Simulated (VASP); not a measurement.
# Al2H3: single point with PBE

Al2H3:

```
Al H
1.0
     3.27216    0.00000    0.00000
    -1.63608    2.83378    0.00000
     0.00000    0.00000    5.09096
Al H
2 3
Direct
  0.33333 0.66667 0.24500
  0.66667 0.33333 0.75500
  0.00000 0.00000 0.00000
  0.33333 0.66667 0.64500
  0.66667 0.33333 0.35500
```

```yaml
Program: VASP 6.6.1
Task: single point
Functional: PBE
Potentials_or_basis: VASP PAW PBE potentials, release 64 (Al, H)
Cutoff: 500 eV
k_mesh: 6 × 6 × 4
Occupations: gaussian, width 0.1 eV
Spin: no spin polarisation
Dipole_correction: no
Further_INCAR_settings: ALGO = Normal; EDIFF = 1e-06; NBANDS = 12
```

```
Pressure      : -3.3 GPa
Largest force : 0.485 eV/Å
```

Forces in eV/Å, atoms in the order of the input:
```
Al   0.000  0.000 -0.485
Al   0.000  0.000  0.485
H    0.000  0.000  0.000
H    0.000  0.000 -0.092
H    0.000  0.000  0.092
```

Stress tensor (GPa, compression positive):
```
-1.21  0.00  0.00
 0.00 -1.21  0.00
 0.00  0.00 -7.39
```

Levels at points of the mesh, in eV from the Fermi level:
```csv
k point,band 1,band 2,band 3,band 4,band 5,band 6,band 7,band 8,band 9
"(0.00, 0.00, 0.00)",-12.34,-7.07,-7.02,2.94,4.47,5.54,5.54,6.84,6.84
"(0.50, 0.00, 0.00)",-8.60,-7.82,-4.71,-2.10,-1.28,-0.78,2.00,2.86,5.99
"(0.00, 0.00, 0.50)",-11.23,-10.69,-2.69,1.55,4.90,5.46,6.52,6.52,6.69
"(0.50, 0.00, 0.50)",-8.18,-6.94,-6.59,-4.54,1.33,1.64,3.25,3.32,4.85
```

Wall time 17 s on 1 thread of Intel Xeon 8259CL (shared host), peak memory 0.15 GiB.

Caveat: the k points lie up to 0.37 Å⁻¹ apart.
